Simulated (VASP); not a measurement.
# W (C2/m) in VASP: single point with LDA

Aim: the single point of W with LDA.

Everything below comes from runs of VASP 6.6.1. Logs are shortened: lines on timing, memory, paths and dates and some standing lists are left out, and cuts for length are marked.

### 1 The cell of the first run

The structure is monoclinic, space group C2/m (No. 12). Conventional cell: a = 3.973 Å, b = 3.973 Å, c = 3.973 Å, α = 90.00°, β = 90.00°, γ = 90.00°. Within 3.5 Å of W (site symmetry m) lie 12 W at 2.62 to 3.00 Å.

### 2 Single point, LDA (mode 4 frozen in at -0.081 Å and mode 6 at -0.054 Å (largest displacements))

INCAR reads:

```
PREC = Accurate ; ENCUT = 520
EDIFF = 1E-6 ; ISMEAR = 0
SIGMA = 0.15 ; LREAL = False
LASPH = True ; NELM = 100
ALGO = Fast ; ISIF = 2
LWAVE = False ; LCHARG = False
NBANDS = 21
```

KPOINTS reads:

```
Automatic mesh
0
Gamma
  16 16 12
```

POSCAR reads:

```
W
1.0
    0.0000000000     -1.9862702900     -1.9862702900
    0.0000000000      1.9862702900     -1.9862702900
    3.9725405800      0.0000000000      0.0000000000
W
2
Direct
    0.5203396286      0.4796603714      0.4863059926
   -0.0203396286      0.0203396286      0.0136940074
```

Potentials or basis: VASP PAW LDA potentials, release 64 (W_sv).

On the command line:

```console
$ cat potpaw_LDA.64/W_sv/POTCAR > POTCAR
$ mpirun -np 1 vasp_std > vasp.out
```

OUTCAR:

```text
PREC = Accurate
   ENCUT = 520
   EDIFF = 1E-6
   ISMEAR = 0
   LREAL = False
   LASPH = True
   NELM = 100
   ISIF = 2

 ion  position               nearest neighbor table
   1  0.520  0.480  0.486-   2 2.62   2 2.74   2 2.74   2 2.78   2 2.85   2 2.89   2 2.89   2 3.00

   2  0.980  0.020  0.014-   1 2.62   1 2.74   1 2.74   1 2.78   1 2.85   1 2.89   1 2.89   1 3.00

  LATTYP: Found a simple tetragonal cell.
 ALAT       =     2.8090103827
 C/A-ratio  =     1.4142135624

  Lattice vectors:

 A1 = (   0.0000000000,  -1.9862702900,  -1.9862702900)
 A2 = (   0.0000000000,   1.9862702900,  -1.9862702900)
 A3 = (   3.9725405800,   0.0000000000,   0.0000000000)

Analysis of symmetry for initial positions (statically):
=====================================================================
 Subroutine PRICEL returns:
 Original cell was already a primitive cell.

 Routine SETGRP: Setting up the symmetry group for a
 simple tetragonal supercell.

 Subroutine GETGRP returns: Found  4 space group operations
 (whereof  2 operations were pure point group operations)
 out of a pool of 16 trial point group operations.

The static configuration has the point symmetry C_1h.
 The point group associated with its full space group is C_2h.

Analysis of symmetry for dynamics (positions and initial velocities):
=====================================================================
 Subroutine PRICEL returns:
 Original cell was already a primitive cell.

 Routine SETGRP: Setting up the symmetry group for a
 simple tetragonal supercell.

 Subroutine GETGRP returns: Found  4 space group operations
 (whereof  2 operations were pure point group operations)
 out of a pool of 16 trial point group operations.

The dynamic configuration has the point symmetry C_1h.
 The point group associated with its full space group is C_2h.

 Subroutine INISYM returns: Found  4 space group operations
 (whereof  2 operations are pure point group operations),
 and found     1 'primitive' translations

----------------------------------------------------------------------------------------

                                     Primitive cell

  volume of cell :      31.3455

  direct lattice vectors                    reciprocal lattice vectors
     0.000000000 -1.986270290 -1.986270290     0.000000000 -0.251728077 -0.251728077
     0.000000000  1.986270290 -1.986270290     0.000000000  0.251728077 -0.251728077
     3.972540580  0.000000000  0.000000000     0.251728077  0.000000000  0.000000000

  length of vectors
     2.809010383  2.809010383  3.972540580     0.355997260  0.355997260  0.251728077

  position of ions in fractional coordinates (direct lattice)
     0.520339629  0.479660371  0.486305993
     0.979660371  0.020339629  0.013694007

  ion indices of the primitive-cell ions
   primitive index   ion index
                 1           1
                 2           2

----------------------------------------------------------------------------------------

 KPOINTS: Automatic mesh

Automatic generation of k-mesh.
 Grid dimensions read from file:
 generate k-points for:   16   16   12

 Generating k-lattice:

  Cartesian coordinates                     Fractional coordinates (reciprocal lattice)
     0.000000000 -0.015733005 -0.015733005     0.062500000  0.000000000  0.000000000
     0.000000000  0.015733005 -0.015733005     0.000000000  0.062500000  0.000000000
     0.020977340  0.000000000  0.000000000     0.000000000  0.000000000  0.083333333

  Length of vectors
     0.022249829  0.022249829  0.020977340

  Shift w.r.t. Gamma in fractional coordinates (k-lattice)
     0.000000000  0.000000000  0.000000000

 Subroutine IBZKPT returns following result:
 ===========================================

 Found    826 irreducible k-points:

 Following reciprocal coordinates:
            Coordinates               Weight
  0.000000  0.000000  0.000000      1.000000
  0.062500  0.000000  0.000000      4.000000
  0.125000  0.000000  0.000000      4.000000
  0.187500  0.000000  0.000000      4.000000
  0.250000  0.000000  0.000000      4.000000
  0.312500  0.000000  0.000000      4.000000
[... 16 lines left out ...]
 -0.062500  0.437500  0.000000      4.000000
  0.500000  0.062500  0.000000      4.000000
 [... further k-points ...]
   k-points           NKPTS =    826   k-points in BZ     NKDIM =    826   number of bands    NBANDS=     21
   number of dos      NEDOS =    301   number of ions     NIONS =      2
   total plane-waves  NPLWV =  17280
   dimension x,y,z NGX =    24 NGY =   24 NGZ =   30
   dimension x,y,z NGXF=    48 NGYF=   48 NGZF=   60
   ions per type =               2
   NGX,Y,Z   is equivalent  to a cutoff of  14.20, 14.20, 12.55 a.u.
   NGXF,Y,Z  is equivalent  to a cutoff of  28.41, 28.41, 25.11 a.u.
 SYSTEM =  unknown system
   PREC   = accura    normal or accurate (medium, high low for compatibility)
   ISTART =      0    job   : 0-new  1-cont  2-samecut
   ICHARG =      2    charge: 1-file 2-atom 10-const
   ISPIN  =      1    spin polarized calculation?
   LNONCOLLINEAR =      F non collinear calculations
   LSORBIT =      F    spin-orbit coupling
   LASPH  =      T    aspherical Exc in radial PAW
   ENCUT  =  520.0 eV  38.22 Ry    6.18 a.u.   5.22  5.22  7.39*2*pi/ulx,y,z
   NELM   =    100;   NELMIN=  2; NELMDL= -5     # of ELM steps
   EDIFF  = 0.1E-05   stopping-criterion for ELM
   LREAL  =      F    real-space projection
   EDIFFG = 0.1E-04   stopping-criterion for IOM
   NSW    =      0    number of steps for IOM
   IBRION =     -1    ionic relax: 0-MD 1-quasi-New 2-CG
   NFREE  =      0    steps in history (QN), initial steepest desc. (CG)
   ISIF   =      2    stress and relaxation
   ISYM   =      2    0-nonsym 1-usesym 2-fastsym
   POTIM  = 0.5000    time-step for ionic-motion
   TEBEG  =    0.0;   TEEND  =   0.0 temperature during run
   PSTRESS=    0.0 pullay stress
   NELECT =      28.0000    total number of electrons
   NUPDOWN=      -1.0000    fix difference up-down
   EMIN   =  10.00;   EMAX   =-10.00  energy-range for DOS
   EFERMI =   0.00;   METHOD = LEGACY
   ISMEAR =     0;   SIGMA  =   0.15  broadening in eV -4-tet -1-fermi 0-gaus
   EFERMI_NEDOS =   21; number of points for ismear=-14 and -15
   IALGO  =     68    algorithm
   IMIX   =      4    mixing-type and parameters
     AMIX     =   0.40;   BMIX     =  1.00
     AMIX_MAG =   1.60;   BMIX_MAG =  1.00
  volume/ion in A,a.u.               =      15.67       105.76
  Fermi-wavevector in a.u.,A,eV,Ry     =   1.576652  2.979440 33.821789  2.485831
  Thomas-Fermi vector in A             =   2.677453
   LORBIT       =      0    0 simple, 1 ext, 2 COOP (PROOUT), +10 PAW based schemes
   GGA     = CA    functional components
   LHFCALC =     F    Hartree Fock is set to
   AEXX    =    0.0000 exact exchange contribution
   IVDW    =     0    specifies the selected vdW correction
   LEPSILON=     F    determine dielectric tensor
   LRPA    =     F    only Hartree local field effects (RPA)
 non-spin polarized calculation
 RMM-DIIS sequential band-by-band and
 Gauss-broadening in eV      SIGMA  =   0.15
  energy-cutoff  :      520.00
  volume of cell :       31.35
 maximum number of plane-waves:       888
 NGX is ok and might be reduce to    24
   NGX = 11   NGY = 11   NGZ = 15

 number of electron      28.0000003 magnetization

 Free energy of the ion-electron system (eV)
  ---------------------------------------------------
  ext. energy  EPLUGINS =         0.00000000
  ---------------------------------------------------
  free energy    TOTEN  =       -27.09784046 eV

  energy without entropy =      -27.07409670  energy(sigma->0) =      -27.08596858

 E-fermi :  11.0378     XC(G=0): -13.8672

 val. band max:       11.0332131221   @ k =   0.1250   0.0000   0.3333
 cond. band min:      11.0379571182   @ k =  -0.1875   0.4375   0.4167
 fundamental gap:      0.0047439961
 Fermi energy:        11.0377902678

 k-point     1 :       0.0000    0.0000    0.0000
  band No.  band energies     occupation
      1     -62.1225      2.00000
      2     -61.9224      2.00000
      3     -27.2397      2.00000
      4     -26.4454      2.00000
      5     -26.4314      2.00000
      6     -25.9396      2.00000
[... 13 lines left out ...]
     20      17.1720      0.00000
     21      23.4028      0.00000

 k-point     2 :       0.0625    0.0000    0.0000
  band No.  band energies     occupation
      1     -62.1190      2.00000
      2     -61.9224      2.00000
      3     -27.2264      2.00000
      4     -26.4658      2.00000
      5     -26.4304      2.00000
      6     -25.9679      2.00000
[... 13 lines left out ...]
     20      17.6965      0.00000
     21      22.6289      0.00000

 k-point     3 :       0.1250    0.0000    0.0000
  band No.  band energies     occupation
      1     -62.1089      2.00000
      2     -61.9228      2.00000
      3     -27.1873      2.00000
      4     -26.5369      2.00000
      5     -26.4122      2.00000
      6     -26.0602      2.00000
[... 13 lines left out ...]
     20      18.9647      0.00000
     21      21.3790      0.00000

 k-point     4 :       0.1875    0.0000    0.0000
  band No.  band energies     occupation
      1     -62.0931      2.00000
      2     -61.9240      2.00000
      3     -27.1259      2.00000
      4     -26.6402      2.00000
      5     -26.3845      2.00000
      6     -26.1989      2.00000
[... 13 lines left out ...]
     20      20.1620      0.00000
     21      20.4312      0.00000

 k-point     5 :       0.2500    0.0000    0.0000
  band No.  band energies     occupation
      1     -62.0731      2.00000
      2     -61.9267      2.00000
      3     -27.0493      2.00000
      4     -26.7545      2.00000
      5     -26.3968      2.00000
      6     -26.3115      2.00000
[... 13 lines left out ...]
     20      19.2034      0.00000
     21      21.9249      0.00000
[... 382 lines left out ...]
     20      18.6572      0.00000
     21      23.8675      0.00000

 k-point    22 :       0.4375    0.0625    0.0000
  band No.  band energies     occupation
      1     -62.0086      2.00000
      2     -61.9460      2.00000
      3     -26.9977      2.00000
      4     -26.9361      2.00000
      5     -26.6182      2.00000
      6     -26.2864      2.00000
[... 13 lines left out ...]
     20      18.6215      0.00000
     21      23.4941      0.00000

 k-point    23 :      -0.0625    0.4375    0.0000
  band No.  band energies     occupation
      1     -62.0085      2.00000
      2     -61.9461      2.00000
      3     -26.9956      2.00000
      4     -26.9383      2.00000
      5     -26.6173      2.00000
      6     -26.2884      2.00000
[... 13 lines left out ...]
     20      18.6416      0.00000
     21      23.4653      0.00000

 k-point    24 :       0.5000    0.0625    0.0000
  band No.  band energies     occupation
      1     -62.0006      2.00000
      2     -61.9505      2.00000
      3     -26.9975      2.00000
      4     -26.9737      2.00000
      5     -26.5892      2.00000
      6     -26.3237      2.00000
[... 13 lines left out ...]
     20      18.4918      0.00000
     21      23.3850      0.00000

 [... further k-points ...]

------------------------ aborting loop because EDIFF is reached ----------------------------------------

  FORCE on cell =-STRESS in cart. coord.  units (eV):
  Direction    XX          YY          ZZ          XY          YZ          ZX
  --------------------------------------------------------------------------------------
  -------------------------------------------------------------------------------------
  Total        0.4814471      0.9213093      1.6040574     -0.6558596      0.0000000      0.0000000
  in kB       24.6084434     47.0913333     81.9889772    -33.5232742      0.0000000      0.0000000
  external PRESSURE =      51.2295846 kB  Pullay stress =       0.0000000 kB

 VOLUME and BASIS-vectors are now :
 -----------------------------------------------------------------------------
  energy-cutoff  :      520.00
  volume of cell :       31.35
      direct lattice vectors                 reciprocal lattice vectors
     0.000000000 -1.986270290 -1.986270290     0.000000000 -0.251728077 -0.251728077
     0.000000000  1.986270290 -1.986270290     0.000000000  0.251728077 -0.251728077
     3.972540580  0.000000000  0.000000000     0.251728077  0.000000000  0.000000000

 POSITION                                       TOTAL-FORCE (eV/Angst)
 -----------------------------------------------------------------------------------
      1.93187     -0.08080     -1.98627         1.565176      0.522280      0.000000
      0.05440     -1.90547     -1.98627        -1.565176     -0.522280      0.000000
 -----------------------------------------------------------------------------------
    total drift:                               -0.000000      0.000000     -0.000000

  FREE ENERGIE OF THE ION-ELECTRON SYSTEM (eV)
  ---------------------------------------------------
  free  energy   TOTEN  =       -27.0978404649 eV

  energy  without entropy=      -27.0740967023  energy(sigma->0) =      -27.08596858
```

Wall time 4 min (1 thread of Intel Xeon 6975P-C, shared host); peak memory 0.5 GiB.

What came out:

- Free energy: -27.0978 eV
- Pressure: 5.1 GPa
- Largest force: 1.650 eV/Å
- Band gap on the k mesh: zero (band 14 reaches 14.48 eV, above the bottom of band 15 at 10.50 eV)

Forces in eV/Å, atoms in the order of the input:
```
W    1.565  0.522  0.000
W   -1.565 -0.522  0.000
```

Stress tensor (GPa, compression positive):
```
 2.46 -3.35  0.00
-3.35  4.71  0.00
 0.00  0.00  8.20
```

Caveat: the cell differs from its parent crystal (mode 4 frozen in at -0.081 Å and mode 6 at -0.054 Å (largest displacements)); spin-orbit coupling is left out, which moves the levels of the heavy elements; forces of over 1 eV/Å act on the atoms, so gaps and moduli don't describe the material at rest.
